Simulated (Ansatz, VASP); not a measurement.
## Two plane-wave programs on TaN

Contents of INCAR:

```
SYSTEM = TaN
PREC = Accurate ; ENCUT = 520
EDIFF = 1E-7 ; ISMEAR = 0
SIGMA = 0.15 ; LREAL = .False.
LASPH = .True. ; NELM = 60
ALGO = Normal ; ISIF = 2
LWAVE = .False. ; LCHARG = .False.
GGA = PS ; NBANDS = 24
```

File KPOINTS:

```
regular mesh
0
Gamma
  18 18 12
  0 0 0
```

Contents of POSCAR:

```
TaN
1.0
    3.2855140770      0.0000000000      0.0000000000
   -1.6427570385      2.8453386552      0.0000000000
    0.0000000000      0.0000000000      4.2571629475
Ta N
2 2
Direct
    0.3333333333      0.6666666667      0.0000000000
    0.6666666667      0.3333333333      0.5000000000
    0.3333333333      0.6666666667      0.3850000000
    0.6666666667      0.3333333333      0.8850000000
```

Input for Ansatz:

```yaml
crystal:
  lattice:
    - [3.285514077, 0.0, 0.0]
    - [-1.6427570385, 2.8453386552, 0.0]
    - [0.0, 0.0, 4.2571629475]
  atoms:
    - { symbol: Ta, position: [0.3333333333, 0.6666666667, 0.0] }
    - { symbol: Ta, position: [0.6666666667, 0.3333333333, 0.5] }
    - { symbol: "N", position: [0.3333333333, 0.6666666667, 0.385] }
    - { symbol: "N", position: [0.6666666667, 0.3333333333, 0.885] }
basis:
  ecutwfc: 420
kpoints:
  mp_grid: { grid: [18, 18, 12] }
hamiltonian:
  xc: pbesol
scf:
  occupations: { method: gaussian, width: 0.15 }
output:
  forces: true
  stress: true
  eigenvalues: true
```

Alike in both runs: task single point; functional PBEsol; k mesh 18 × 18 × 12; occupations gaussian, width 0.15 eV; no spin polarisation.

```csv
,VASP,Ansatz
version,VASP 6.6.1,Ansatz 0.2.0
potentials or method,"VASP PAW PBE potentials, release 64 (Ta_pv, N), cutoff 520 eV","scalar-relativistic, plane waves, PAW"
valence electrons in the cell,32,36
```

VASP gave:

| Property | Result |
| --- | --- |
| gap on the k mesh at the Fermi level (eV) | none |
| rms of the force components (eV/Å) | 7.939 |

Q: Estimate Ansatz's values.

A: gap on the k mesh at the Fermi level (eV): none; rms of the force components (eV/Å): 7.604.

VASP's potentials were made for PBE, not for PBEsol. Atom by atom the forces differ by 0.334 eV/Å (rms over components). A gap of «none» marks a metal or a gap that the smearing closes. With one functional, cell and mesh, what is left measures potentials, basis and numerics. VASP's potentials hold 32 valence electrons a cell and Ansatz's 36, so a difference there can come from the potentials and not from the codes.

Spin-orbit coupling is off throughout.
